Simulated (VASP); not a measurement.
# TiB2 (Cmmm) in VASP: single point with PBE

Aim: the single point of TiB2 with PBE.

All numbers are computed with VASP 6.6.1; they aren't measurements. Logs are shortened: lines on timing, memory, paths and dates and some standing lists are left out, and cuts for length are marked.

## 1. The cell of the first run

Symmetry: Cmmm, No. 65, orthorhombic system. Conventional cell: a = 3.026 Å, b = 5.241 Å, c = 3.229 Å, α = 90.00°, β = 90.00°, γ = 90.00°. Ti (site symmetry mmm) has 12 B at 2.28 to 2.63 Å and 6 Ti at 3.03 Å within 3.1 Å. Within 1.5 Å of B (site symmetry m2m) lie 1 B at 1.08 Å.

## 2. Single point, PBE (shortest bond scaled by 0.62)

INCAR

```
SYSTEM = TiB2
PREC = Accurate
ENCUT = 520
EDIFF = 1E-6
ISMEAR = -1
SIGMA = 0.05
LREAL = .FALSE.
LASPH = .TRUE.
NELM = 100
ALGO = Normal
ISIF = 2
LWAVE = .FALSE.
LCHARG = .TRUE.
GGA = PE
LELF = .TRUE.
LVHAR = .TRUE.
NBANDS = 16
```

KPOINTS

```
Automatic mesh
0
G
  10 10 9
  0 0 0
```

POSCAR

```
TiB2
1.0
    3.0259273119      0.0000000000      0.0000000000
   -1.5129636559      2.6205299221      0.0000000000
    0.0000000000      0.0000000000      3.2287677100
Ti B
1 2
Direct
    0.0000000000      0.0000000000      0.0000000000
    0.2066666667      0.6033333333      0.5000000000
    0.7933333333      0.3966666667      0.5000000000
```

Potentials or basis: VASP PAW PBE potentials, release 64 (Ti_sv, B).

Launch:

```bash
$ cat potpaw_PBE.64/Ti_sv/POTCAR potpaw_PBE.64/B/POTCAR > POTCAR
$ mpirun -np 1 vasp_std > vasp.out
```

OUTCAR:

```text
SYSTEM = TiB2
   PREC = Accurate
   ENCUT = 520
   EDIFF = 1E-6
   ISMEAR = -1
   LREAL = .FALSE.
   LASPH = .TRUE.
   NELM = 100
   ISIF = 2
   GGA = PE

 ion  position               nearest neighbor table
   1  0.000  0.000  0.000-   2 2.28   2 2.28   3 2.28   3 2.28   2 2.28   3 2.28   2 2.28   3 2.28

   2  0.207  0.603  0.500-   3 1.08   3 2.16   3 2.16   1 2.28   1 2.28   1 2.28   1 2.28
   3  0.793  0.397  0.500-   2 1.08   2 2.16   2 2.16   1 2.28   1 2.28   1 2.28   1 2.28

 -----------------------------------------------------------------------------
|                                                                             |
|           W    W    AA    RRRRR   N    N  II  N    N   GGGG   !!!           |
|           W    W   A  A   R    R  NN   N  II  NN   N  G    G  !!!           |
|           W    W  A    A  R    R  N N  N  II  N N  N  G       !!!           |
|           W WW W  AAAAAA  RRRRR   N  N N  II  N  N N  G  GGG   !            |
|           WW  WW  A    A  R   R   N   NN  II  N   NN  G    G                |
|           W    W  A    A  R    R  N    N  II  N    N   GGGG   !!!           |
|                                                                             |
|     The distance between some ions is very small. Please check the          |
|     nearest-neighbor list in the OUTCAR file.                               |
|     I HOPE YOU KNOW WHAT YOU ARE DOING!                                     |
|                                                                             |
 -----------------------------------------------------------------------------

  LATTYP: Found a hexagonal cell.
 ALAT       =     3.0259273119
 C/A-ratio  =     1.0670341278

  Lattice vectors:

 A1 = (   3.0259273119,   0.0000000000,   0.0000000000)
 A2 = (  -1.5129636559,   2.6205299221,   0.0000000000)
 A3 = (   0.0000000000,   0.0000000000,   3.2287677100)

Analysis of symmetry for initial positions (statically):
=====================================================================
 Subroutine PRICEL returns:
 Original cell was already a primitive cell.

 Routine SETGRP: Setting up the symmetry group for a
 hexagonal supercell.

 Subroutine GETGRP returns: Found  8 space group operations
 (whereof  8 operations were pure point group operations)
 out of a pool of 24 trial point group operations.

The static configuration has the point symmetry D_2h.

Analysis of symmetry for dynamics (positions and initial velocities):
=====================================================================
 Subroutine PRICEL returns:
 Original cell was already a primitive cell.

 Routine SETGRP: Setting up the symmetry group for a
 hexagonal supercell.

 Subroutine GETGRP returns: Found  8 space group operations
 (whereof  8 operations were pure point group operations)
 out of a pool of 24 trial point group operations.

The dynamic configuration has the point symmetry D_2h.

 Subroutine INISYM returns: Found  8 space group operations
 (whereof  8 operations are pure point group operations),
 and found     1 'primitive' translations

----------------------------------------------------------------------------------------

                                     Primitive cell

  volume of cell :      25.6026

  direct lattice vectors                    reciprocal lattice vectors
     3.025927312  0.000000000  0.000000000     0.330477205  0.190801103  0.000000000
    -1.512963656  2.620529922  0.000000000     0.000000000  0.381602206  0.000000000
     0.000000000  0.000000000  3.228767710     0.000000000  0.000000000  0.309715684

  length of vectors
     3.025927312  3.025927312  3.228767710     0.381602206  0.381602206  0.309715684

  position of ions in fractional coordinates (direct lattice)
     0.000000000  0.000000000  0.000000000
     0.206666667  0.603333333  0.500000000
     0.793333333  0.396666667  0.500000000

  ion indices of the primitive-cell ions
   primitive index   ion index
                 1           1
                 2           2
                 3           3

----------------------------------------------------------------------------------------

 KPOINTS: Automatic mesh

Automatic generation of k-mesh.
 Grid dimensions read from file:
 generate k-points for:   10   10    9

 Generating k-lattice:

  Cartesian coordinates                     Fractional coordinates (reciprocal lattice)
     0.033047720  0.019080110  0.000000000     0.100000000  0.000000000  0.000000000
     0.000000000  0.038160221  0.000000000     0.000000000  0.100000000  0.000000000
     0.000000000  0.000000000  0.034412854     0.000000000  0.000000000  0.111111111

  Length of vectors
     0.038160221  0.038160221  0.034412854

  Shift w.r.t. Gamma in fractional coordinates (k-lattice)
     0.000000000  0.000000000  0.000000000

 Subroutine IBZKPT returns following result:
 ===========================================

 Found    155 irreducible k-points:

 Following reciprocal coordinates:
            Coordinates               Weight
  0.000000  0.000000  0.000000      1.000000
  0.100000  0.000000  0.000000      2.000000
  0.000000  0.100000  0.000000      4.000000
  0.200000  0.000000  0.000000      2.000000
  0.000000  0.200000  0.000000      4.000000
  0.300000  0.000000  0.000000      2.000000
[... 16 lines left out ...]
  0.200000  0.200000  0.000000      4.000000
 -0.200000  0.400000  0.000000      2.000000
 [... further k-points ...]
   k-points           NKPTS =    155   k-points in BZ     NKDIM =    155   number of bands    NBANDS=     16
   number of dos      NEDOS =    301   number of ions     NIONS =      3
   total plane-waves  NPLWV =  13824
   dimension x,y,z NGX =    24 NGY =   24 NGZ =   24
   dimension x,y,z NGXF=    48 NGYF=   48 NGZF=   48
   ions per type =               1   2
   NGX,Y,Z   is equivalent  to a cutoff of  13.19, 13.19, 12.36 a.u.
   NGXF,Y,Z  is equivalent  to a cutoff of  26.37, 26.37, 24.71 a.u.
 SYSTEM =  TiB2
   PREC   = accura    normal or accurate (medium, high low for compatibility)
   ISTART =      0    job   : 0-new  1-cont  2-samecut
   ICHARG =      2    charge: 1-file 2-atom 10-const
   ISPIN  =      1    spin polarized calculation?
   LNONCOLLINEAR =      F non collinear calculations
   LSORBIT =      F    spin-orbit coupling
   LASPH  =      T    aspherical Exc in radial PAW
   ENCUT  =  520.0 eV  38.22 Ry    6.18 a.u.   5.63  5.63  6.00*2*pi/ulx,y,z
   NELM   =    100;   NELMIN=  2; NELMDL= -5     # of ELM steps
   EDIFF  = 0.1E-05   stopping-criterion for ELM
   LREAL  =      F    real-space projection
   EDIFFG = 0.1E-04   stopping-criterion for IOM
   NSW    =      0    number of steps for IOM
   IBRION =     -1    ionic relax: 0-MD 1-quasi-New 2-CG
   NFREE  =      0    steps in history (QN), initial steepest desc. (CG)
   ISIF   =      2    stress and relaxation
   ISYM   =      2    0-nonsym 1-usesym 2-fastsym
   POTIM  = 0.5000    time-step for ionic-motion
   TEBEG  =    0.0;   TEEND  =   0.0 temperature during run
   PSTRESS=    0.0 pullay stress
   NELECT =      18.0000    total number of electrons
   NUPDOWN=      -1.0000    fix difference up-down
   EMIN   =  10.00;   EMAX   =-10.00  energy-range for DOS
   EFERMI =   0.00;   METHOD = LEGACY
   ISMEAR =    -1;   SIGMA  =   0.05  broadening in eV -4-tet -1-fermi 0-gaus
   EFERMI_NEDOS =   21; number of points for ismear=-14 and -15
   IALGO  =     38    algorithm
   IMIX   =      4    mixing-type and parameters
     AMIX     =   0.40;   BMIX     =  1.00
     AMIX_MAG =   1.60;   BMIX_MAG =  1.00
  volume/ion in A,a.u.               =       8.53        57.59
  Fermi-wavevector in a.u.,A,eV,Ry     =   1.455697  2.750868 28.831460  2.119053
  Thomas-Fermi vector in A             =   2.572701
   LORBIT       =      0    0 simple, 1 ext, 2 COOP (PROOUT), +10 PAW based schemes
   GGA     = PE    functional components
   LHFCALC =     F    Hartree Fock is set to
   AEXX    =    0.0000 exact exchange contribution
   IVDW    =     0    specifies the selected vdW correction
   LEPSILON=     F    determine dielectric tensor
   LRPA    =     F    only Hartree local field effects (RPA)
 non-spin polarized calculation
  energy-cutoff  :      520.00
  volume of cell :       25.60
 maximum number of plane-waves:       721
   NGX = 11   NGY = 11   NGZ = 13

 number of electron      18.0000002 magnetization

 Free energy of the ion-electron system (eV)
  ---------------------------------------------------
  ext. energy  EPLUGINS =         0.00000000
  ---------------------------------------------------
  free energy    TOTEN  =       -15.66440880 eV

  energy without entropy =      -15.65989772  energy(sigma->0) =      -15.66215326

 E-fermi :   9.6069     XC(G=0): -12.6286

 val. band max:        9.5857836753   @ k =   0.3000   0.2000   0.0000
 cond. band min:       9.6165036099   @ k =   0.5000   0.3000   0.0000
 fundamental gap:      0.0307199346
 Fermi energy:         9.6069296907

 k-point     1 :       0.0000    0.0000    0.0000
  band No.  band energies     occupation
      1     -47.3418      2.00000
      2     -23.7166      2.00000
      3     -23.4585      2.00000
      4     -23.2720      2.00000
      5      -3.4625      2.00000
      6       5.5161      2.00000
[... 8 lines left out ...]
     15      17.0997      0.00000
     16      19.2425      0.00000

 k-point     2 :       0.1000    0.0000    0.0000
  band No.  band energies     occupation
      1     -47.3368      2.00000
      2     -23.7108      2.00000
      3     -23.4671      2.00000
      4     -23.3097      2.00000
      5      -3.2999      2.00000
      6       5.2311      2.00000
[... 8 lines left out ...]
     15      17.6725      0.00000
     16      18.8979      0.00000

 k-point     3 :       0.0000    0.1000    0.0000
  band No.  band energies     occupation
      1     -47.3366      2.00000
      2     -23.7095      2.00000
      3     -23.4926      2.00000
      4     -23.2869      2.00000
      5      -3.2754      2.00000
      6       5.4150      2.00000
[... 8 lines left out ...]
     15      17.2196      0.00000
     16      19.1998      0.00000

 k-point     4 :       0.2000    0.0000    0.0000
  band No.  band energies     occupation
      1     -47.3235      2.00000
      2     -23.6957      2.00000
      3     -23.4896      2.00000
      4     -23.4076      2.00000
      5      -2.8380      2.00000
      6       4.4798      2.00000
[... 8 lines left out ...]
     15      18.3507      0.00000
     16      19.2021      0.00000

 k-point     5 :       0.0000    0.2000    0.0000
  band No.  band energies     occupation
      1     -47.3229      2.00000
      2     -23.6909      2.00000
      3     -23.5863      2.00000
      4     -23.3204      2.00000
      5      -2.7323      2.00000
      6       4.8359      2.00000
[... 8 lines left out ...]
     15      17.9717      0.00000
     16      19.3844      0.00000

 k-point     6 :       0.3000    0.0000    0.0000
  band No.  band energies     occupation
      1     -47.3071      2.00000
      2     -23.6769      2.00000
      3     -23.5265      2.00000
      4     -23.5172      2.00000
      5      -2.1574      2.00000
      6       3.5043      2.00000
[... 8 lines left out ...]
     15      18.0957      0.00000
     16      18.9621      0.00000
[... 267 lines left out ...]
 k-point    21 :      -0.1000    0.5000    0.0000
  band No.  band energies     occupation
      1     -47.2868      2.00000
      2     -23.8268      2.00000
      3     -23.6420      2.00000
      4     -23.4060      2.00000
      5      -0.1613      2.00000
      6       1.6703      2.00000
[... 8 lines left out ...]
     15      17.1338      0.00000
     16      17.8904      0.00000

 k-point    22 :       0.5000    0.4000    0.0000
  band No.  band energies     occupation
      1     -47.2870      2.00000
      2     -23.8134      2.00000
      3     -23.6433      2.00000
      4     -23.4170      2.00000
      5      -0.2691      2.00000
      6       1.7575      2.00000
[... 8 lines left out ...]
     15      16.9913      0.00000
     16      18.1622      0.00000

 k-point    23 :       0.2000    0.2000    0.0000
  band No.  band energies     occupation
      1     -47.2989      2.00000
      2     -23.6634      2.00000
      3     -23.6535      2.00000
      4     -23.4681      2.00000
      5      -1.6231      2.00000
      6       3.4091      2.00000
[... 8 lines left out ...]
     15      18.3564      0.00000
     16      18.8612      0.00000

 k-point    24 :      -0.2000    0.4000    0.0000
  band No.  band energies     occupation
      1     -47.2978      2.00000
      2     -23.7584      2.00000
      3     -23.6557      2.00000
      4     -23.3780      2.00000
      5      -1.3469      2.00000
      6       3.4198      2.00000
[... 8 lines left out ...]
     15      18.7505      0.00000
     16      18.7895      0.00000

 [... further k-points ...]

------------------------ aborting loop because EDIFF is reached ----------------------------------------

  FORCE on cell =-STRESS in cart. coord.  units (eV):
  Direction    XX          YY          ZZ          XY          YZ          ZX
  --------------------------------------------------------------------------------------
  -------------------------------------------------------------------------------------
  Total       31.4129486     11.2334916     -0.2520180     17.4759224      0.0000000      0.0000000
  in kB     1965.7798104    702.9767027    -15.7709431   1093.6195712      0.0000000      0.0000000
  external PRESSURE =     884.3285233 kB  Pullay stress =       0.0000000 kB

 VOLUME and BASIS-vectors are now :
 -----------------------------------------------------------------------------
  energy-cutoff  :      520.00
  volume of cell :       25.60
      direct lattice vectors                 reciprocal lattice vectors
     3.025927312  0.000000000  0.000000000     0.330477205  0.190801103  0.000000000
    -1.512963656  2.620529922  0.000000000     0.000000000  0.381602206  0.000000000
     0.000000000  0.000000000  3.228767710     0.000000000  0.000000000  0.309715684

 POSITION                                       TOTAL-FORCE (eV/Angst)
 -----------------------------------------------------------------------------------
      0.00000      0.00000      0.00000         0.000000      0.000000      0.000000
     -0.28746      1.58105      1.61438        37.625343     21.723002      0.000000
      1.80043      1.03948      1.61438       -37.625343    -21.723002     -0.000000
 -----------------------------------------------------------------------------------
    total drift:                                0.000000     -0.000000     -0.000000

  FREE ENERGIE OF THE ION-ELECTRON SYSTEM (eV)
  ---------------------------------------------------
  free  energy   TOTEN  =       -15.6644088044 eV

  energy  without entropy=      -15.6598977191  energy(sigma->0) =      -15.66215326
```

It took 69 s on 1 thread of Intel Xeon 8259CL, shared host; peak memory 0.19 GiB.

Results:

```yaml
Free_energy: -15.6644 eV
Pressure: 88.4 GPa
Largest_force: 43.446 eV/Å
Band_gap_on_the_k_mesh: zero (bands 9 and 10 overlap by 1.36 eV)
```

Forces in eV/Å, atoms in the order of the input:
```
Ti    0.000   0.000   0.000
B    37.625  21.723   0.000
B   -37.625 -21.723   0.000
```

Caveat: the cell differs from its parent crystal (shortest bond scaled by 0.62); atoms lie so close that the PAW spheres overlap strongly, which falsifies energies and pressures; the stress differs along the axes, from -2 to 197 GPa; forces of over 1 eV/Å act on the atoms, so gaps and moduli don't describe the material at rest.

The gap in the log of VASP goes by the Fermi energy; the results here count the filled bands.